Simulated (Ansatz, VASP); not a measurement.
## SiC5 in VASP and in Ansatz

```
CELL_PARAMETERS angstrom
3.31132 0.00000 0.00000
-1.65566 2.86769 0.00000
0.00000 0.00000 8.09435
ATOMIC_POSITIONS crystal
Si 0.00000 0.00000 0.00000
C 0.33333 0.66667 0.00000
C 0.66667 0.33333 0.00000
C 0.50000 0.00000 0.50000
C 0.50000 0.50000 0.50000
C 0.00000 0.50000 0.50000
```

Change from the starting cell: species swapped into the HoNi5 type (P6/mmm, No. 191).

Alike in both runs: functional PBE; k mesh 12 × 12 × 6; occupations gaussian, width 0.1 eV; no spin polarisation.

Ansatz relaxed the structure, and its values are those at the end. VASP's run is a single point on that final structure, the one shown.

```csv
,VASP,Ansatz
version,VASP 6.6.1,Ansatz 0.2.0
potentials or method,"VASP PAW PBE potentials, release 64 (Si, C), cutoff 520 eV","scalar-relativistic, plane waves, PAW"
valence electrons in the cell,24,24
```

|  | VASP | Ansatz | Ansatz less VASP |
| --- | --- | --- | --- |
| gap on the k mesh at the Fermi level (eV) | none | none | - |
| pressure (GPa) | 0.0 | 0.0 | -0.01 |

A gap of «none» marks a metal or a gap that the smearing closes. With one functional, cell and mesh, what is left measures potentials, basis and numerics.
